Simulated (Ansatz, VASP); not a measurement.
**Y2Si3O: VASP beside Ansatz**

```
CELL_PARAMETERS angstrom
4.52139 -1.72269 -0.03238
4.52139 1.72269 -0.03238
-0.75878 0.00000 7.59625
ATOMIC_POSITIONS crystal
Y 0.44184 0.44184 0.78903
Y 0.55816 0.55816 0.21097
Si 0.29171 0.29171 0.40251
Si 0.70829 0.70829 0.59749
Si 0.00000 0.00000 0.50000
O 0.00000 0.00000 0.00000
```

Change from the starting cell: the structure that the rattled cell fell into.

Alike in both runs: functional PBE; k mesh 6 × 6 × 2; occupations gaussian, width 0.1 eV; no spin polarisation.

Ansatz relaxed the structure, and its values are those at the end. VASP's run is a single point on that final structure, the one shown.

|  | VASP | Ansatz |
| --- | --- | --- |
| version | VASP 6.6.1 | Ansatz 0.2.0 |
| potentials or method | VASP PAW PBE potentials, release 64 (Y_sv, Si, O), cutoff 520 eV | scalar-relativistic, plane waves, PAW |
| valence electrons in the cell | 40 | 40 |

Ansatz gave:

- gap on the k mesh at the Fermi level (eV): none
- pressure (GPa): 0.1
- rms of the force components (eV/Å): 0.011

Problem. Which values does VASP return?

Solution. gap on the k mesh at the Fermi level (eV): none; pressure (GPa): 0.0; rms of the force components (eV/Å): 0.009.

A gap of «none» marks a metal or a gap that the smearing closes. With one functional, cell and mesh, what is left measures potentials, basis and numerics.

The k mesh is coarse, so the values compare programs but aren't converged.
